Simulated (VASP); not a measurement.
# SnO2 (P6_3/mmc) in VASP: further runs, part 2 of 2

VASP 6.6.1. The steps go on from the part before.

## 3. Single point, PBE+D3(BJ) (strain +0.1125 x Voigt [0, 0, 1, 0, 0, 0])

INCAR

```
ALGO = Normal
EDIFF = 1E-7
ENCUT = 520
GGA = PE
ISIF = 2
ISMEAR = 0
IVDW = 12
LASPH = T
LCHARG = T
LELF = T
LREAL = F
LVHAR = T
LWAVE = F
NBANDS = 35
NELM = 60
PREC = Accurate
SIGMA = 0.05
```

KPOINTS

```
k-points
0
Gamma
  12 12 4
```

POSCAR

```
SnO2
1.0
    3.2115702651      0.0000000000      0.0000000000
   -1.6057851326      2.7813014356      0.0000000000
    0.0000000000      0.0000000000     11.5063160904
Sn O
2 4
Direct
    0.0000000000      0.0000000000      0.5000000000
    0.0000000000      0.0000000000      0.0000000000
    0.6666666667      0.3333333333      0.4018666787
    0.6666666667      0.3333333333      0.0981333213
    0.3333333333      0.6666666667      0.5981333213
    0.3333333333      0.6666666667      0.9018666787
```

Potentials or basis: VASP PAW PBE potentials, release 64 (Sn_d, O).

Command:

```console
$ cat potpaw_PBE.64/Sn_d/POTCAR potpaw_PBE.64/O/POTCAR > POTCAR
$ mpirun -np 1 vasp_std > vasp.out
```

OUTCAR:

```text
EDIFF = 1E-7
   ENCUT = 520
   GGA = PE
   ISIF = 2
   ISMEAR = 0
   IVDW = 12
   LASPH = T
   LREAL = F
   NELM = 60
   PREC = Accurate
 IVDW          = 12

 ion  position               nearest neighbor table
   1  0.000  0.000  0.500-   3 2.17   5 2.17   3 2.17   5 2.17   3 2.17   5 2.17
   2  0.000  0.000  0.000-   4 2.17   6 2.17   4 2.17   6 2.17   4 2.17   6 2.17
   3  0.667  0.333  0.402-   1 2.17   1 2.17   1 2.17
   4  0.667  0.333  0.098-   2 2.17   2 2.17   2 2.17
   5  0.333  0.667  0.598-   1 2.17   1 2.17   1 2.17
   6  0.333  0.667  0.902-   2 2.17   2 2.17   2 2.17

  LATTYP: Found a hexagonal cell.
 ALAT       =     3.2115702651
 C/A-ratio  =     3.5827695304

  Lattice vectors:

 A1 = (   3.2115702651,   0.0000000000,   0.0000000000)
 A2 = (  -1.6057851326,   2.7813014356,   0.0000000000)
 A3 = (   0.0000000000,   0.0000000000,  11.5063160904)

Analysis of symmetry for initial positions (statically):
=====================================================================
 Subroutine PRICEL returns:
[... 185 lines left out ...]
 cond. band min:       3.5259745978   @ k =   0.0000   0.0000   0.0000
 fundamental gap:      2.1681125283
 Fermi energy:         1.5685062205

 k-point     1 :       0.0000    0.0000    0.0000
  band No.  band energies     occupation
      1     -18.4966      2.00000
      2     -18.4965      2.00000
      3     -18.4220      2.00000
      4     -18.4220      2.00000
      5     -18.4220      2.00000
      6     -18.4220      2.00000
[... 901 lines left out ...]
     34      12.7993      0.00000
     35      13.0317      0.00000

 [... further k-points ...]

------------------------ aborting loop because EDIFF is reached ----------------------------------------

 Edisp (eV)   -0.88530

 E8    (eV) :    -0.3463

  FORCE on cell =-STRESS in cart. coord.  units (eV):
  Direction    XX          YY          ZZ          XY          YZ          ZX
  --------------------------------------------------------------------------------------
  -------------------------------------------------------------------------------------
  Total      -3.17043    -3.17043    -6.73462     0.00000     0.00000     0.00000
  in kB     -49.42274   -49.42274  -104.98368     0.00000     0.00000     0.00000
  external pressure =      -67.94 kB  Pullay stress =        0.00 kB

 VOLUME and BASIS-vectors are now :
 -----------------------------------------------------------------------------
  energy-cutoff  :      520.00
  volume of cell :      102.78
      direct lattice vectors                 reciprocal lattice vectors
     3.211570265  0.000000000  0.000000000     0.311374162  0.179771956  0.000000000
    -1.605785133  2.781301436  0.000000000     0.000000000  0.359543913  0.000000000
     0.000000000  0.000000000 11.506316090     0.000000000  0.000000000  0.086908789

 POSITION                                       TOTAL-FORCE (eV/Angst)
 -----------------------------------------------------------------------------------
      0.00000      0.00000      5.75316        -0.000000      0.000000      0.000000
      0.00000      0.00000      0.00000        -0.000000      0.000000      0.000000
      1.60579      0.92710      4.62401         0.000000      0.000000      1.337291
      1.60579      0.92710      1.12915         0.000000      0.000000     -1.337291
     -0.00000      1.85420      6.88231        -0.000000     -0.000000     -1.337291
     -0.00000      1.85420     10.37716        -0.000000      0.000000      1.337291
 -----------------------------------------------------------------------------------
    total drift:                               -0.000000      0.000000      0.000000

  FREE ENERGIE OF THE ION-ELECTRON SYSTEM (eV)
  ---------------------------------------------------
  free  energy   TOTEN  =       -36.9528102843 eV

  energy  without entropy=      -36.9528102842  energy(sigma->0) =      -36.95281028
```

OSZICAR:

```text
N       E                     dE             d eps       ncg     rms          rms(c)
DAV:   1     0.643907549503E+03    0.64391E+03   -0.25438E+04  4319   0.206E+03
DAV:   2     0.671998434158E+02   -0.57671E+03   -0.54289E+03  4449   0.582E+02
DAV:   3    -0.356870711666E+02   -0.10289E+03   -0.10066E+03  4486   0.207E+02
DAV:   4    -0.413990089837E+02   -0.57119E+01   -0.56687E+01  4926   0.548E+01
DAV:   5    -0.415553888194E+02   -0.15638E+00   -0.15617E+00  5070   0.934E+00    0.143E+01
DAV:   6    -0.360447983598E+02    0.55106E+01   -0.16737E+01  6201   0.650E+01    0.615E+00
DAV:   7    -0.361054806755E+02   -0.60682E-01   -0.21931E+00  4468   0.885E+00    0.308E+00
DAV:   8    -0.360730244391E+02    0.32456E-01   -0.20359E-01  5827   0.334E+00    0.101E+00
DAV:   9    -0.360662103188E+02    0.68141E-02   -0.25532E-02  6125   0.222E+00    0.144E-01
DAV:  10    -0.360674038645E+02   -0.11935E-02   -0.54515E-03  5071   0.713E-01    0.750E-02
DAV:  11    -0.360675221020E+02   -0.11824E-03   -0.70719E-04  6365   0.272E-01    0.387E-02
DAV:  12    -0.360675153553E+02    0.67467E-05   -0.75233E-05  5487   0.859E-02    0.132E-02
DAV:  13    -0.360675144503E+02    0.90498E-06   -0.11616E-05  5002   0.212E-02    0.175E-03
DAV:  14    -0.360675143179E+02    0.13236E-06   -0.64039E-07  5043   0.753E-03    0.113E-03
DAV:  15    -0.360675141729E+02    0.14502E-06   -0.67392E-08  3297   0.218E-03    0.444E-04
DAV:  16    -0.360675142161E+02   -0.43194E-07   -0.18294E-08  2578   0.206E-03
   1 F= -.36952810E+02 E0= -.36952810E+02  d E =-.133896E-10
```

stdout:

```text
POSCAR found type information on POSCAR SnO
 POSCAR found :  2 types and       6 ions
 scaLAPACK will be used
 LDA part: xc-table for (Slater+PW92), standard interpolation
 POSCAR, INCAR and KPOINTS ok, starting setup
 FFT: planning ... GRIDC
 FFT: planning ... GRID_SOFT
 FFT: planning ... GRID
 WAVECAR not read
 entering main loop
```

Run time: 2.1 min. Hardware: 1 thread of AMD EPYC 9R45 (Zen 5), shared host; peak memory 0.29 GiB.

Results:

- Free energy: -36.9528 eV
- Pressure: -6.8 GPa
- Largest force: 1.337 eV/Å
- Band gap on the k mesh: 2.17 eV (least direct gap 2.44 eV)
- Dispersion energy per atom: -0.148 eV

Forces in eV/Å, atoms in the order of the input:
```
Sn   0.000  0.000  0.000
Sn   0.000  0.000  0.000
O    0.000  0.000  1.337
O    0.000  0.000 -1.337
O    0.000  0.000 -1.337
O    0.000  0.000  1.337
```

Levels at points of the mesh, in eV from the valence-band top:
```tsv
k point	band 24	band 25	band 26	band 27	band 28	band 29
(0.00, 0.00, 0.00)	-0.51	-0.51	-0.27	2.17	2.73	5.42
(0.50, 0.00, 0.00)	-0.38	-0.32	-0.05	4.70	4.81	6.66
(0.00, 0.00, 0.50)	-0.52	-0.52	-0.52	2.46	2.46	5.55
(0.50, 0.00, 0.50)	-0.40	-0.18	-0.18	4.76	4.76	6.84
```

Caveat: the cell differs from its parent crystal (strain +0.1125 x Voigt [0, 0, 1, 0, 0, 0]); the stress differs along the axes, from -10 to -5 GPa; spin-orbit coupling is left out, which moves the levels of the heavy elements; forces of over 1 eV/Å act on the atoms, so gaps and moduli don't describe the material at rest. A k mesh can miss the band edges.

## 4. Single point, PBE+D3(BJ) (strain +0.1312 x Voigt [0, 0, 1, 0, 0, 0])

INCAR

```
  ALGO = Normal
  EDIFF = 1E-6
  ENCUT = 520
  GGA = PE
  ISIF = 2
  ISMEAR = 0
  IVDW = 12
  LASPH = T
  LCHARG = F
  LREAL = F
  LWAVE = F
  NBANDS = 35
  NELM = 60
  PREC = Accurate
  SIGMA = 0.05
```

KPOINTS is that of step 3.

POSCAR: that of step 3 with these lines changed.

```diff
@@ -4,3 +4,3 @@
    -1.6057851326      2.7813014356      0.0000000000
-    0.0000000000      0.0000000000     11.5063160904
+    0.0000000000      0.0000000000     11.6997256283
 Sn O
```

Command:

```console
$ cat potpaw_PBE.64/Sn_d/POTCAR potpaw_PBE.64/O/POTCAR > POTCAR
$ mpirun -np 1 vasp_std > vasp.out
```

Wall time 1.8 min (1 thread of AMD EPYC 9R45 (Zen 5), shared host); peak memory 0.3 GiB.

Results (log left out):

```
Free energy                : -36.8332 eV
Pressure                   : -7.7 GPa
Largest force              : 1.552 eV/Å
Band gap on the k mesh     : 2.18 eV (least direct gap 2.44 eV)
Dispersion energy per atom : -0.145 eV
```

Forces in eV/Å, atoms in the order of the input:
```
Sn   0.000  0.000  0.000
Sn   0.000  0.000  0.000
O    0.000  0.000  1.552
O    0.000  0.000 -1.552
O    0.000  0.000 -1.552
O    0.000  0.000  1.552
```

Stress tensor (GPa, compression positive):
```
 -5.53   0.00   0.00
  0.00  -5.53   0.00
  0.00   0.00 -12.02
```

Levels at points of the mesh, in eV from the valence-band top:
```csv
k point,band 22,band 23,band 24,band 25,band 26,band 27,band 28,band 29,band 30,band 31
"(0.00, 0.00, 0.00)",-0.46,-0.46,-0.45,-0.45,-0.27,2.18,2.70,5.42,5.66,10.00
"(0.50, 0.00, 0.00)",-1.28,-0.37,-0.35,-0.29,-0.05,4.62,4.72,6.58,6.91,10.10
"(0.00, 0.00, 0.50)",-0.49,-0.45,-0.45,-0.45,-0.45,2.44,2.44,5.54,5.54,10.11
"(0.50, 0.00, 0.50)",-1.37,-0.36,-0.36,-0.17,-0.17,4.67,4.67,6.74,6.74,10.19
```

Caveat: the cell differs from its parent crystal (strain +0.1312 x Voigt [0, 0, 1, 0, 0, 0]); the stress differs along the axes, from -12 to -6 GPa; spin-orbit coupling is left out, which moves the levels of the heavy elements; forces of over 1 eV/Å act on the atoms, so gaps and moduli don't describe the material at rest.

## 5. Single point, PBE+D3(BJ) (strain +0.1500 x Voigt [0, 0, 1, 0, 0, 0])

INCAR

```
SYSTEM = SnO2
PREC = Accurate
ENCUT = 520
EDIFF = 1E-6
ISMEAR = 0
SIGMA = 0.05
LREAL = .FALSE.
LASPH = .TRUE.
NELM = 60
ALGO = Normal
ISIF = 2
LWAVE = .FALSE.
LCHARG = .TRUE.
GGA = PE
IVDW = 12
LELF = .TRUE.
LVHAR = .TRUE.
NBANDS = 35
```

KPOINTS

```
Automatic mesh
0
G
  12 12 4
  0 0 0
```

POSCAR: that of step 4 with these lines changed.

```diff
@@ -4,3 +4,3 @@
    -1.6057851326      2.7813014356      0.0000000000
-    0.0000000000      0.0000000000     11.6997256283
+    0.0000000000      0.0000000000     11.8941694417
 Sn O
```

Command:

```console
$ cat potpaw_PBE.64/Sn_d/POTCAR potpaw_PBE.64/O/POTCAR > POTCAR
$ mpirun -np 1 vasp_std > vasp.out
```

Wall time 1.8 min (1 thread of AMD EPYC 9R45 (Zen 5), shared host); peak memory 0.3 GiB.

The run converged. Its results:

- Free energy: -36.6966 eV
- Pressure: -8.5 GPa
- Largest force: 1.762 eV/Å
- Band gap on the k mesh: 2.18 eV (least direct gap 2.44 eV)
- Dispersion energy per atom: -0.143 eV

Forces in eV/Å, atoms in the order of the input:
```
Sn   0.000  0.000  0.000
Sn   0.000  0.000  0.000
O    0.000  0.000  1.762
O    0.000  0.000 -1.762
O    0.000  0.000 -1.762
O    0.000  0.000  1.762
```

Stress tensor (GPa, compression positive):
```
 -6.04   0.00   0.00
  0.00  -6.04   0.00
  0.00   0.00 -13.50
```

Levels at points of the mesh, in eV from the valence-band top:
```
           k point  band 24  band 25  band 26  band 27  band 28  band 29
(0.00, 0.00, 0.00)    -0.39    -0.39    -0.26     2.18     2.66     5.42
(0.50, 0.00, 0.00)    -0.32    -0.26    -0.05     4.53     4.62     6.50
(0.00, 0.00, 0.50)    -0.39    -0.39    -0.39     2.43     2.43     5.54
(0.50, 0.00, 0.50)    -0.33    -0.15    -0.15     4.58     4.58     6.64
```

Caveat: the cell differs from its parent crystal (strain +0.1500 x Voigt [0, 0, 1, 0, 0, 0]); the stress differs along the axes, from -14 to -6 GPa; spin-orbit coupling is left out, which moves the levels of the heavy elements; forces of over 1 eV/Å act on the atoms, so gaps and moduli don't describe the material at rest.

## 6. Overview

| cell | gap on the mesh (eV) | pressure (GPa) | largest force (eV/Å) |
| --- | --- | --- | --- |
| a = 3.212, b = 3.212, c = 11.118 Å, angles 90.0, 90.0, 120.0°, 6 atoms | 2.15 | -4.7 | 0.89 |
| a = 3.212, b = 3.212, c = 11.506 Å, angles 90.0, 90.0, 120.0°, 6 atoms | 2.17 | -6.8 | 1.34 |
| a = 3.212, b = 3.212, c = 11.700 Å, angles 90.0, 90.0, 120.0°, 6 atoms | 2.18 | -7.7 | 1.55 |
| a = 3.212, b = 3.212, c = 11.894 Å, angles 90.0, 90.0, 120.0°, 6 atoms | 2.18 | -8.5 | 1.76 |

Alike in all rows: task single point; level PBE+D3(BJ); potentials or basis VASP PAW PBE potentials, release 64 (Sn_d, O); no spin polarisation; k mesh 12 × 12 × 4; cutoff (eV) 520; smearing gaussian 0.05 eV.

Caveats: spin-orbit coupling is left out, which moves the levels of the heavy elements; forces of over 1 eV/Å act on the atoms, so gaps and moduli don't describe the material at rest (at least some runs); the cell stands under tension (at least some runs); the stress differs along the axes, from -10 to -5 GPa (at least some runs); the stress differs along the axes, from -12 to -6 GPa (at least some runs); the stress differs along the axes, from -14 to -6 GPa (at least some runs).

Absolute energies hang on the potentials; compare differences alone.
